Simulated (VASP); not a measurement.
A run of VASP 6.6.1:

Contents of INCAR:

```
  PREC = Accurate
  ENCUT = 520
  EDIFF = 1E-6
  ISMEAR = -1
  SIGMA = 0.1
  LREAL = F
  LASPH = T
  NELM = 80
  ALGO = Normal
  ISIF = 2
  LWAVE = F
  LCHARG = T
  GGA = PS
  LELF = T
  LVHAR = T
  NBANDS = 30
```

KPOINTS

```
Automatic mesh
0
Gamma
  4 4 4
```

POSCAR

```
CsSnI3
1.0
    4.2922620000      2.4781340000      3.6323640000
   -4.2922620000      2.4781340000      3.6323640000
    0.0000000000     -4.9562780000      3.6323640000
I Cs Sn
3 1 1
Direct
    0.5069300000      0.9987400000      0.5069300000
    0.5069300000      0.5069300000      0.9987400000
    0.9987400000      0.5069300000      0.5069300000
    0.0100000000      0.0100000000      0.0100000000
    0.5394300000      0.5394300000      0.5394300000
```

Potentials or basis: VASP PAW PBE potentials, release 64 (I, Cs_sv, Sn_d).

The run is started by

```console
$ cat potpaw_PBE.64/I/POTCAR potpaw_PBE.64/Cs_sv/POTCAR potpaw_PBE.64/Sn_d/POTCAR > POTCAR
$ mpirun -np 1 vasp_std > vasp.out
```

Hardware: 1 thread of Intel(R) Xeon(R) Platinum 8488C (Sapphire Rapids) (shared host).

Task: How long does it take, and how much memory?

Result: It took 61 s on 1 thread of Intel(R) Xeon(R) Platinum 8488C (Sapphire Rapids) (shared host), peak memory 0.36 GiB. Counts: scf iterations 13, k points 13.
